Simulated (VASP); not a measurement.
**Zr: single point with PBEsol**

Crystal: Zr.

```
Zr
1.0
     3.28048    0.00000    0.00000
    -1.64024    2.84098    0.00000
     0.00000    0.00000    5.30141
Zr
2
Direct
  0.33333 0.66667 0.25000
  0.66667 0.33333 0.75000
```

This cell differs from its parent crystal: strain +0.015 along x and y, +0.030 along z.

```yaml
Program: VASP 6.6.1
Task: single point
Functional: PBEsol
Potentials_or_basis: VASP PAW PBE potentials, release 64 (Zr_sv)
Cutoff: 520 eV
k_mesh: 18 × 18 × 10
Occupations: gaussian, width 0.15 eV
Spin: no spin polarisation
```

* Pressure: -8.0 GPa
* Band gap on the k mesh: zero (bands 12 and 13 overlap by 1.15 eV)

Stress tensor (GPa, compression positive):
```
-7.68  0.00  0.00
 0.00 -7.68  0.00
 0.00  0.00 -8.73
```

Levels at points of the mesh, in eV from the Fermi level:
```
           k point  band 9  band 10  band 11  band 12  band 13  band 14  band 15  band 16
(0.00, 0.00, 0.00)   -5.55    -2.89     0.88     0.88     0.88     0.88     1.48     1.48
(0.50, 0.00, 0.00)   -2.42    -2.36    -1.98    -0.26     0.63     0.65     1.30     4.67
(0.00, 0.00, 0.50)   -3.95    -3.95     0.00     0.00     0.81     0.81     0.81     0.81
(0.50, 0.00, 0.50)   -2.70    -2.70    -0.98    -0.98     1.45     1.45     2.15     2.15
```

It took 2.6 min on 1 thread of AMD EPYC 9R45 96-Core Processor (Zen 5), with other jobs on the host, peak memory 0.25 GiB.

Caveat: the cell differs from its parent crystal (strain +0.015 along x and y, +0.030 along z); the cell stands under tension; the PAW data sets were made with another functional, which shifts forces and pressure a little.
